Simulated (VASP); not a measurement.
A run of VASP 6.6.1:

File INCAR:

```
ALGO = Normal ; EDIFF = 1E-6
ENCUT = 520 ; GGA = PE
ISIF = 2 ; ISMEAR = 0
LASPH = T ; LCHARG = T
LELF = T ; LREAL = F
LVHAR = T ; LWAVE = F
NBANDS = 25 ; NELM = 60
PREC = Accurate ; SIGMA = 0.01
```

Contents of KPOINTS:

```
k-points
0
Gamma
  10 10 10
```

POSCAR

```
SnH2
1.0
   -2.4881521846      2.4881521846      3.4458240876
    2.4881521846     -2.4881521846      3.4458240876
    2.4881521846      2.4881521846     -3.4458240876
Sn H
2 4
Direct
    0.7500000000      0.2500000000      0.5000000000
    0.0000000000      0.0000000000      0.0000000000
    0.4447350800      0.4447350800      0.0000000000
    0.1947350800      0.6947350800      0.5000000000
    0.3052649200      0.8052649200      0.5000000000
    0.5552649200      0.5552649200      0.0000000000
```

Potentials or basis: VASP PAW PBE potentials, release 64 (Sn_d, H).

Command:

```bash
$ cat potpaw_PBE.64/Sn_d/POTCAR potpaw_PBE.64/H/POTCAR > POTCAR
$ mpirun -np 1 vasp_std > vasp.out
```

Hardware: 1 thread of Intel(R) Xeon(R) Platinum 8175M CPU @ 2.50GHz (Skylake/Cascade Lake) (shared host).

Task: Estimate the wall time of this run.

Result: Run time: 5.3 min on 1 thread of Intel(R) Xeon(R) Platinum 8175M CPU @ 2.50GHz (Skylake/Cascade Lake) (shared host), peak memory 0.34 GiB. Counts: scf iterations 14, k points 102.
